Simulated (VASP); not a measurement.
Wanted: the native input for a VASP 6.6.1 run.

```
Task                   : single point
Functional             : r2SCAN
Potentials or basis    : VASP PAW PBE potentials, release 64 (Sn_d, O_h)
Cutoff                 : 910 eV
k mesh                 : 6 × 6 × 6
Occupations            : fermi-dirac, width 0.02 eV
Spin                   : no spin polarisation
Dipole correction      : no
Further INCAR settings : ALGO = Normal; EDIFF = 1e-06; NBANDS = 28
```

SnO:

```xyz
4
Lattice="3.7926 0.0000 0.0000 0.0000 3.7926 0.0000 0.0000 0.0000 4.7582" Properties=species:S:1:pos:R:3 pbc="T T T"
Sn    1.8963    0.0000    1.1469
Sn    0.0000    1.8963    3.6113
O     0.0000    0.0000    0.0000
O     1.8963    1.8963    0.0000
```

The input as run:

POSCAR

```
SnO
1.0
    3.7926488416      0.0000000000      0.0000000000
    0.0000000000      3.7926488416      0.0000000000
    0.0000000000      0.0000000000      4.7582137882
Sn O
2 2
Direct
    0.5000000000      0.0000000000      0.2410340873
    0.0000000000      0.5000000000      0.7589659127
    0.0000000000      0.0000000000      0.0000000000
    0.5000000000      0.5000000000      0.0000000000
```

INCAR.step1

```
SYSTEM = SnO
PREC     = Accurate       ! precision mode
ENCUT    = 910            ! plane-wave cutoff, eV
ISMEAR   = -1             ! smearing method
SIGMA    = 0.02           ! smearing width, eV
LREAL    = .False.        ! projectors in reciprocal space
LASPH    = .True.         ! aspherical terms in the spheres
NELM     = 120            ! most SCF steps
NBANDS   = 28             ! bands
GGA      = PE             ! functional
ALGO     = Normal         ! electronic algorithm
EDIFF    = 1E-5           ! SCF threshold, eV
LWAVE    = .True.         ! write WAVECAR
LCHARG   = .False.        ! write CHGCAR
GGA_COMPAT= .False.
```

INCAR.step2

```
SYSTEM = SnO
PREC     = Accurate       ! precision mode
ENCUT    = 910            ! plane-wave cutoff, eV
EDIFF    = 1E-6           ! SCF threshold, eV
ISMEAR   = -1             ! smearing method
SIGMA    = 0.02           ! smearing width, eV
LREAL    = .False.        ! projectors in reciprocal space
LASPH    = .True.         ! aspherical terms in the spheres
NELM     = 120            ! most SCF steps
ALGO     = Normal         ! electronic algorithm
ISIF     = 2              ! what is computed and relaxed
LWAVE    = .False.        ! write WAVECAR
LCHARG   = .False.        ! write CHGCAR
METAGGA  = R2SCAN         ! meta-GGA
LMIXTAU  = .True.       
NBANDS   = 28             ! bands
ISTART   = 1            
GGA_COMPAT= .False.
```

KPOINTS

```
regular mesh
0
Gamma
  6 6 6
  0 0 0
```

Potentials or basis: VASP PAW PBE potentials, release 64 (Sn_d, O_h).

The run is started by

```sh
$ cat potpaw_PBE.64/Sn_d/POTCAR potpaw_PBE.64/O_h/POTCAR > POTCAR
$ cp INCAR.step1 INCAR
$ mpirun -np 1 vasp_std > vasp.out
$ cp INCAR.step2 INCAR
$ mpirun -np 1 vasp_std > vasp.out
```

Results of the run:

| Item | Value |
| --- | --- |
| Pressure | 1.7 GPa |
| Largest force | 0.105 eV/Å |
| Band gap on the k mesh | 0.03 eV (least direct gap 2.20 eV) |

Caveat: the cutoff is under 1.25 times the usual one of these potentials, so pressure, stress and relaxed cells hold a basis-set (Pulay) error; the PAW data sets were made with another functional, which shifts forces and pressure a little; spin-orbit coupling is left out, which moves the levels of the heavy elements.

It took 6.6 min on 1 thread of Intel(R) Xeon(R) Platinum 8488C (Sapphire Rapids), with other jobs on the host, peak memory 0.38 GiB.
